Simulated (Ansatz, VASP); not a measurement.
# One calculation of HgTe, two programs

File INCAR:

```
PREC = Accurate
ENCUT = 520
EDIFF = 1E-6
ISMEAR = 0
SIGMA = 0.15
LREAL = F
LASPH = T
NELM = 100
ALGO = Fast
ISIF = 2
LWAVE = F
LCHARG = F
GGA = PE
NBANDS = 26
```

The input KPOINTS:

```
regular mesh
0
Gamma
  12 12 10
```

The input POSCAR:

```
HgTe
1.0
    2.7915171678     -3.2732883643      0.0000000000
    2.7915171678      3.2732883643      0.0000000000
    0.0000000000      0.0000000000      6.6378914280
Hg Te
2 2
Direct
    0.3319444959      0.6680555041      0.7500000000
    0.6680555041      0.3319444959      0.2500000000
    0.7707545029      0.2292454971      0.7500000000
    0.2292454971      0.7707545029      0.2500000000
```

Input for Ansatz:

```yaml
crystal:
  lattice:
    - [2.7915171678, -3.2732883643, 0.0]
    - [2.7915171678, 3.2732883643, 0.0]
    - [0.0, 0.0, 6.637891428]
  atoms:
    - { symbol: Hg, position: [0.3319444959, 0.6680555041, 0.75] }
    - { symbol: Hg, position: [0.6680555041, 0.3319444959, 0.25] }
    - { symbol: Te, position: [0.7707545029, 0.2292454971, 0.75] }
    - { symbol: Te, position: [0.2292454971, 0.7707545029, 0.25] }
basis:
  ecutwfc: 420
kpoints:
  mp_grid: { grid: [12, 12, 10] }
hamiltonian:
  xc: pbe
scf:
  occupations: { method: gaussian, width: 0.15 }
output:
  forces: true
  stress: true
  eigenvalues: true
```

Alike in both runs: task single point; functional PBE; k mesh 12 × 12 × 10; occupations gaussian, width 0.15 eV; no spin polarisation.

|  | VASP | Ansatz |
| --- | --- | --- |
| version | VASP 6.6.1 | Ansatz 0.2.0 |
| potentials or method | VASP PAW PBE potentials, release 64 (Hg, Te), cutoff 520 eV | scalar-relativistic, plane waves, PAW |
| valence electrons in the cell | 36 | 72 |

```csv
,VASP,Ansatz,Ansatz less VASP
gap on the k mesh at the Fermi level (eV),none,none,-
pressure (GPa),2.2,2.0,-0.13
"traceless stress, the component that is largest in VASP (GPa)",-4.14,-4.06,+0.085
rms of the force components (eV/Å),0.038,0.037,-0.0009
```

Atom by atom the forces differ by 0.002 eV/Å (rms over components). A gap of «none» marks a metal or a gap that the smearing closes. VASP's potentials hold 36 valence electrons a cell and Ansatz's 72, so a difference there can come from the potentials and not from the codes.

Spin-orbit coupling is off throughout.
